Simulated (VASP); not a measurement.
## Al3N2: single point with PBE

Crystal: Al3N2.

```
CELL_PARAMETERS angstrom
1.45628 0.84078 6.82315
-1.45628 0.84078 6.82315
0.00000 -1.68157 6.82315
ATOMIC_POSITIONS crystal
Al 0.00000 0.00000 0.00000
Al 0.21792 0.21792 0.21792
Al 0.78208 0.78208 0.78208
N 0.39046 0.39046 0.39046
N 0.60954 0.60954 0.60954
```

- Program: VASP 6.6.1
- Task: single point
- Functional: PBE
- Potentials or basis: VASP PAW PBE potentials, release 64 (Al, N)
- Cutoff: 520 eV
- k mesh: 6 × 6 × 6
- Occupations: gaussian, width 0.1 eV
- Spin: no spin polarisation
- Dipole correction: no
- Further INCAR settings: ALGO = Normal; EDIFF = 1e-06; NBANDS = 18

```
Pressure               : -0.2 GPa
Largest force          : 0.015 eV/Å
Band gap on the k mesh : zero (an odd number of electrons rules out a gap without spin polarisation)
```

Forces on the atoms (eV/Å):
```
Al   0.000  0.000  0.000
Al   0.000  0.000  0.015
Al   0.000  0.000 -0.015
N    0.000  0.000  0.013
N    0.000  0.000 -0.013
```

Levels at points of the mesh, in eV from the Fermi level:
| k point | band 7 | band 8 | band 9 | band 10 | band 11 | band 12 |
| --- | --- | --- | --- | --- | --- | --- |
| (0.00, 0.00, 0.00) | -3.61 | -3.10 | -3.10 | 2.45 | 3.24 | 4.03 |
| (0.50, 0.00, 0.00) | -5.15 | -4.29 | -3.74 | -2.15 | 2.52 | 2.88 |
| (0.50, 0.50, 0.00) | -5.17 | -4.26 | -3.68 | -1.35 | 1.44 | 2.59 |
| (0.50, 0.50, 0.50) | -3.08 | -3.08 | -3.05 | 0.63 | 3.24 | 5.35 |

Wall time 3.5 min on 1 thread of Intel Xeon 8259CL, on a shared host, peak memory 0.36 GiB.

Caveat: the k points lie up to 0.42 Å⁻¹ apart, too coarse for converged energies and pressures of a metal.
